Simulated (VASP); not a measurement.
# NaScTe2 (P4/mmm) in VASP: a series of runs

The runs below take NaScTe2 through single point, with PBE.

Program: VASP 6.6.1. These are calculated values, not measurements. Logs are shortened: lines on timing, memory, paths and dates and some standing lists are left out, and cuts for length are marked.

### Step 1. The cell of the first run

The structure is tetragonal, space group P4/mmm (No. 123). Conventional cell: a = 4.320 Å, b = 4.320 Å, c = 5.927 Å, α = 90.00°, β = 90.00°, γ = 90.00°. Within 3.9 Å of Na (site symmetry 4/mmm) lie 6 Te at 2.96 to 3.05 Å. Within 3.9 Å of Te (site symmetry 4/mmm) lie 2 Na at 2.96 Å and 4 Sc at 3.05 Å. Te (site symmetry 4/mmm) has 2 Sc at 2.96 Å and 4 Na at 3.05 Å within 3.9 Å. Within 3.9 Å of Sc (site symmetry 4/mmm) lie 6 Te at 2.96 to 3.05 Å.

### Step 2. Single point, PBE

The input, INCAR:

```
PREC     = Accurate       # precision mode
ENCUT    = 520            # plane-wave cutoff, eV
EDIFF    = 1E-6           # SCF threshold, eV
ISMEAR   = -1             # smearing method
SIGMA    = 0.02           # smearing width, eV
LREAL    = F              # projectors in reciprocal space
LASPH    = T              # aspherical terms in the spheres
NELM     = 60             # most SCF steps
ALGO     = Normal         # electronic algorithm
ISIF     = 2              # what is computed and relaxed
LWAVE    = F              # write WAVECAR
LCHARG   = F              # write CHGCAR
GGA      = PE             # functional
NBANDS   = 23             # bands
```

The input, KPOINTS:

```
regular mesh
0
Gamma
  6 6 4
```

The input, POSCAR:

```
NaScTe2
1.0
    4.3195602857      0.0000000000      0.0000000000
    0.0000000000      4.3195602857      0.0000000000
    0.0000000000      0.0000000000      5.9273094385
Na Te Sc
1 2 1
Direct
    0.0000000000      0.0000000000      0.0000000000
    0.0000000000      0.0000000000      0.5000000000
    0.5000000000      0.5000000000      0.0000000000
    0.5000000000      0.5000000000      0.5000000000
```

Potentials or basis: VASP PAW PBE potentials, release 64 (Na_pv, Te, Sc_sv).

Launch:

```sh
> cat potpaw_PBE.64/Na_pv/POTCAR potpaw_PBE.64/Te/POTCAR potpaw_PBE.64/Sc_sv/POTCAR > POTCAR
> mpirun -np 1 vasp_std > vasp.out
```

OUTCAR:

```text
PREC = Accurate
   ENCUT = 520
   EDIFF = 1E-6
   ISMEAR = -1
   LREAL = F
   LASPH = T
   NELM = 60
   ISIF = 2
   GGA = PE

 ion  position               nearest neighbor table
   1  0.000  0.000  0.000-   2 2.96   2 2.96   3 3.05   3 3.05   3 3.05   3 3.05
   2  0.000  0.000  0.500-   1 2.96   1 2.96   4 3.05   4 3.05   4 3.05   4 3.05
   3  0.500  0.500  0.000-   4 2.96   4 2.96   1 3.05   1 3.05   1 3.05   1 3.05
   4  0.500  0.500  0.500-   3 2.96   3 2.96   2 3.05   2 3.05   2 3.05   2 3.05

  LATTYP: Found a simple tetragonal cell.
 ALAT       =     4.3195602857
 C/A-ratio  =     1.3722020406

  Lattice vectors:

 A1 = (   4.3195602857,   0.0000000000,   0.0000000000)
 A2 = (   0.0000000000,   4.3195602857,   0.0000000000)
 A3 = (   0.0000000000,   0.0000000000,   5.9273094385)

Analysis of symmetry for initial positions (statically):
=====================================================================
 Subroutine PRICEL returns:
 Original cell was already a primitive cell.

 Routine SETGRP: Setting up the symmetry group for a
 simple tetragonal supercell.

 Subroutine GETGRP returns: Found 16 space group operations
 (whereof 16 operations were pure point group operations)
 out of a pool of 16 trial point group operations.

The static configuration has the point symmetry D_4h.

Analysis of symmetry for dynamics (positions and initial velocities):
=====================================================================
 Subroutine PRICEL returns:
 Original cell was already a primitive cell.

 Routine SETGRP: Setting up the symmetry group for a
 simple tetragonal supercell.

 Subroutine GETGRP returns: Found 16 space group operations
 (whereof 16 operations were pure point group operations)
 out of a pool of 16 trial point group operations.

The dynamic configuration has the point symmetry D_4h.

 Subroutine INISYM returns: Found 16 space group operations
 (whereof 16 operations are pure point group operations),
 and found     1 'primitive' translations

----------------------------------------------------------------------------------------

                                     Primitive cell

  volume of cell :     110.5953

  direct lattice vectors                    reciprocal lattice vectors
     4.319560286  0.000000000  0.000000000     0.231505045  0.000000000  0.000000000
     0.000000000  4.319560286  0.000000000     0.000000000  0.231505045  0.000000000
     0.000000000  0.000000000  5.927309439     0.000000000  0.000000000  0.168710612

  length of vectors
     4.319560286  4.319560286  5.927309439     0.231505045  0.231505045  0.168710612

  position of ions in fractional coordinates (direct lattice)
     0.000000000  0.000000000  0.000000000
     0.000000000  0.000000000  0.500000000
     0.500000000  0.500000000  0.000000000
     0.500000000  0.500000000  0.500000000

  ion indices of the primitive-cell ions
   primitive index   ion index
                 1           1
                 2           2
                 3           3
                 4           4

----------------------------------------------------------------------------------------

 KPOINTS: regular mesh

Automatic generation of k-mesh.
 Grid dimensions read from file:
 generate k-points for:    6    6    4

 Generating k-lattice:

  Cartesian coordinates                     Fractional coordinates (reciprocal lattice)
     0.038584174  0.000000000  0.000000000     0.166666667  0.000000000  0.000000000
     0.000000000  0.038584174  0.000000000     0.000000000  0.166666667  0.000000000
     0.000000000  0.000000000  0.042177653     0.000000000  0.000000000  0.250000000

  Length of vectors
     0.038584174  0.038584174  0.042177653

  Shift w.r.t. Gamma in fractional coordinates (k-lattice)
     0.000000000  0.000000000  0.000000000

 Subroutine IBZKPT returns following result:
 ===========================================

 Found     30 irreducible k-points:

 Following reciprocal coordinates:
            Coordinates               Weight
  0.000000  0.000000  0.000000      1.000000
  0.166667  0.000000  0.000000      4.000000
  0.333333  0.000000  0.000000      4.000000
  0.500000  0.000000  0.000000      2.000000
  0.166667  0.166667  0.000000      4.000000
  0.333333  0.166667  0.000000      8.000000
[... 16 lines left out ...]
  0.333333  0.000000  0.500000      4.000000
  0.500000  0.000000  0.500000      2.000000
 [... further k-points ...]
   k-points           NKPTS =     30   k-points in BZ     NKDIM =     30   number of bands    NBANDS=     23
   number of dos      NEDOS =    301   number of ions     NIONS =      4
   total plane-waves  NPLWV =  49152
   dimension x,y,z NGX =    32 NGY =   32 NGZ =   48
   dimension x,y,z NGXF=    64 NGYF=   64 NGZF=   96
   ions per type =               1   2   1
   NGX,Y,Z   is equivalent  to a cutoff of  12.32, 12.32, 13.46 a.u.
   NGXF,Y,Z  is equivalent  to a cutoff of  24.63, 24.63, 26.93 a.u.
 SYSTEM =  unknown system
   PREC   = accura    normal or accurate (medium, high low for compatibility)
   ISTART =      0    job   : 0-new  1-cont  2-samecut
   ICHARG =      2    charge: 1-file 2-atom 10-const
   ISPIN  =      1    spin polarized calculation?
   LNONCOLLINEAR =      F non collinear calculations
   LSORBIT =      F    spin-orbit coupling
   LASPH  =      T    aspherical Exc in radial PAW
   ENCUT  =  520.0 eV  38.22 Ry    6.18 a.u.   8.03  8.03 11.02*2*pi/ulx,y,z
   NELM   =     60;   NELMIN=  2; NELMDL= -5     # of ELM steps
   EDIFF  = 0.1E-05   stopping-criterion for ELM
   LREAL  =      F    real-space projection
[... 7 lines left out ...]
   TEBEG  =    0.0;   TEEND  =   0.0 temperature during run
   PSTRESS=    0.0 pullay stress
   NELECT =      30.0000    total number of electrons
   NUPDOWN=      -1.0000    fix difference up-down
   EMIN   =  10.00;   EMAX   =-10.00  energy-range for DOS
   EFERMI =   0.00;   METHOD = LEGACY
   ISMEAR =    -1;   SIGMA  =   0.02  broadening in eV -4-tet -1-fermi 0-gaus
   EFERMI_NEDOS =   21; number of points for ismear=-14 and -15
   IALGO  =     38    algorithm
   IMIX   =      4    mixing-type and parameters
     AMIX     =   0.40;   BMIX     =  1.00
     AMIX_MAG =   1.60;   BMIX_MAG =  1.00
  volume/ion in A,a.u.               =      27.65       186.58
  Fermi-wavevector in a.u.,A,eV,Ry     =   1.059749  2.002635 15.280268  1.123068
  Thomas-Fermi vector in A             =   2.195106
   LORBIT       =      0    0 simple, 1 ext, 2 COOP (PROOUT), +10 PAW based schemes
   GGA     = PE    functional components
   LHFCALC =     F    Hartree Fock is set to
   AEXX    =    0.0000 exact exchange contribution
   IVDW    =     0    specifies the selected vdW correction
   LEPSILON=     F    determine dielectric tensor
   LRPA    =     F    only Hartree local field effects (RPA)
 non-spin polarized calculation
  energy-cutoff  :      520.00
  volume of cell :      110.60
 maximum number of plane-waves:      3024
   NGX = 17   NGY = 17   NGZ = 23

 number of electron      29.9999990 magnetization

 Free energy of the ion-electron system (eV)
  ---------------------------------------------------
  ext. energy  EPLUGINS =         0.00000000
  ---------------------------------------------------
  free energy    TOTEN  =       -17.83281776 eV

  energy without entropy =      -17.83192811  energy(sigma->0) =      -17.83237294

 E-fermi :   4.3196     XC(G=0):  -9.1371

 val. band max:        4.2919903590   @ k =   0.0000   0.0000   0.5000
 cond. band min:       4.3856038480   @ k =   0.0000   0.0000   0.0000
 fundamental gap:      0.0936134891
 Fermi energy:         4.3196240850

 k-point     1 :       0.0000    0.0000    0.0000
  band No.  band energies     occupation
      1     -46.2605      2.00000
      2     -24.8815      2.00000
      3     -24.8815      2.00000
      4     -24.7741      2.00000
      5     -18.7148      2.00000
      6     -18.6835      2.00000
[... 15 lines left out ...]
     22       8.3710      0.00000
     23       9.4509      0.00000

 k-point     2 :       0.1667    0.0000    0.0000
  band No.  band energies     occupation
      1     -46.2604      2.00000
      2     -24.8845      2.00000
      3     -24.8809      2.00000
      4     -24.7739      2.00000
      5     -18.7147      2.00000
      6     -18.6851      2.00000
[... 15 lines left out ...]
     22       9.0209      0.00000
     23      10.0952      0.00000

 k-point     3 :       0.3333    0.0000    0.0000
  band No.  band energies     occupation
      1     -46.2602      2.00000
      2     -24.8902      2.00000
      3     -24.8797      2.00000
      4     -24.7735      2.00000
      5     -18.7144      2.00000
      6     -18.6885      2.00000
[... 15 lines left out ...]
     22       9.8655      0.00000
     23      10.7458      0.00000

 k-point     4 :       0.5000    0.0000    0.0000
  band No.  band energies     occupation
      1     -46.2601      2.00000
      2     -24.8931      2.00000
      3     -24.8791      2.00000
      4     -24.7733      2.00000
      5     -18.7143      2.00000
      6     -18.6902      2.00000
[... 15 lines left out ...]
     22       9.9419      0.00000
     23      10.6995      0.00000

 k-point     5 :       0.1667    0.1667    0.0000
  band No.  band energies     occupation
      1     -46.2603      2.00000
      2     -24.8839      2.00000
      3     -24.8838      2.00000
      4     -24.7737      2.00000
      5     -18.7146      2.00000
      6     -18.6849      2.00000
[... 15 lines left out ...]
     22       9.7988      0.00000
     23      10.4298      0.00000

 k-point     6 :       0.3333    0.1667    0.0000
  band No.  band energies     occupation
      1     -46.2601      2.00000
      2     -24.8897      2.00000
      3     -24.8826      2.00000
      4     -24.7733      2.00000
      5     -18.7143      2.00000
      6     -18.6881      2.00000
[... 15 lines left out ...]
     22       9.8248      0.00000
     23      10.5854      0.00000

 k-point     7 :       0.5000    0.1667    0.0000
  band No.  band energies     occupation
      1     -46.2600      2.00000
      2     -24.8926      2.00000
      3     -24.8821      2.00000
      4     -24.7731      2.00000
      5     -18.7142      2.00000
      6     -18.6897      2.00000
[... 353 lines left out ...]
     22       8.9721      0.00000
     23      10.2818      0.00000

 k-point    21 :       0.0000    0.0000    0.5000
  band No.  band energies     occupation
      1     -46.2605      2.00000
      2     -24.8815      2.00000
      3     -24.8815      2.00000
      4     -24.7740      2.00000
      5     -18.7154      2.00000
      6     -18.6834      2.00000
[... 15 lines left out ...]
     22       9.6843      0.00000
     23       9.8874      0.00000

 k-point    22 :       0.1667    0.0000    0.5000
  band No.  band energies     occupation
      1     -46.2604      2.00000
      2     -24.8844      2.00000
      3     -24.8809      2.00000
      4     -24.7737      2.00000
      5     -18.7152      2.00000
      6     -18.6851      2.00000
[... 15 lines left out ...]
     22       9.9242      0.00000
     23      10.3657      0.00000

 k-point    23 :       0.3333    0.0000    0.5000
  band No.  band energies     occupation
      1     -46.2602      2.00000
      2     -24.8902      2.00000
      3     -24.8796      2.00000
      4     -24.7733      2.00000
      5     -18.7149      2.00000
      6     -18.6884      2.00000
[... 15 lines left out ...]
     22       8.8991      0.00000
     23      10.4756      0.00000

 k-point    24 :       0.5000    0.0000    0.5000
  band No.  band energies     occupation
      1     -46.2601      2.00000
      2     -24.8931      2.00000
      3     -24.8790      2.00000
      4     -24.7731      2.00000
      5     -18.7148      2.00000
      6     -18.6901      2.00000
[... 15 lines left out ...]
     22       8.4538      0.00000
     23       9.7488      0.00000

 [... further k-points ...]

------------------------ aborting loop because EDIFF is reached ----------------------------------------

  FORCE on cell =-STRESS in cart. coord.  units (eV):
  Direction    XX          YY          ZZ          XY          YZ          ZX
  --------------------------------------------------------------------------------------
  -------------------------------------------------------------------------------------
  Total        0.0236383      0.0236383      0.0609187      0.0000000      0.0000000      0.0000000
  in kB        0.3424441      0.3424441      0.8825195      0.0000000      0.0000000      0.0000000
  external PRESSURE =       0.5224692 kB  Pullay stress =       0.0000000 kB

 VOLUME and BASIS-vectors are now :
 -----------------------------------------------------------------------------
  energy-cutoff  :      520.00
  volume of cell :      110.60
      direct lattice vectors                 reciprocal lattice vectors
     4.319560286  0.000000000  0.000000000     0.231505045  0.000000000  0.000000000
     0.000000000  4.319560286  0.000000000     0.000000000  0.231505045  0.000000000
     0.000000000  0.000000000  5.927309439     0.000000000  0.000000000  0.168710612

 POSITION                                       TOTAL-FORCE (eV/Angst)
 -----------------------------------------------------------------------------------
      0.00000      0.00000      0.00000         0.000000      0.000000      0.000000
      0.00000      0.00000      2.96365         0.000000      0.000000      0.000000
      2.15978      2.15978      0.00000         0.000000      0.000000      0.000000
      2.15978      2.15978      2.96365         0.000000      0.000000      0.000000
 -----------------------------------------------------------------------------------
    total drift:                                0.000000      0.000000     -0.000000

  FREE ENERGIE OF THE ION-ELECTRON SYSTEM (eV)
  ---------------------------------------------------
  free  energy   TOTEN  =       -17.8328177586 eV

  energy  without entropy=      -17.8319281129  energy(sigma->0) =      -17.83237294
```

Run time: 56 s. Hardware: 1 thread of Intel Xeon Platinum 8488C (Sapphire Rapids), shared host; peak memory 0.26 GiB.

What came out:

```
Free energy            : -17.8328 eV
Pressure               : 0.1 GPa
Band gap on the k mesh : zero (band 15 reaches 4.56 eV, above the bottom of band 16 at 4.27 eV)
```

Caveat: spin-orbit coupling is left out, which moves the levels of the heavy elements.

(Continued in part 2 of 2.)
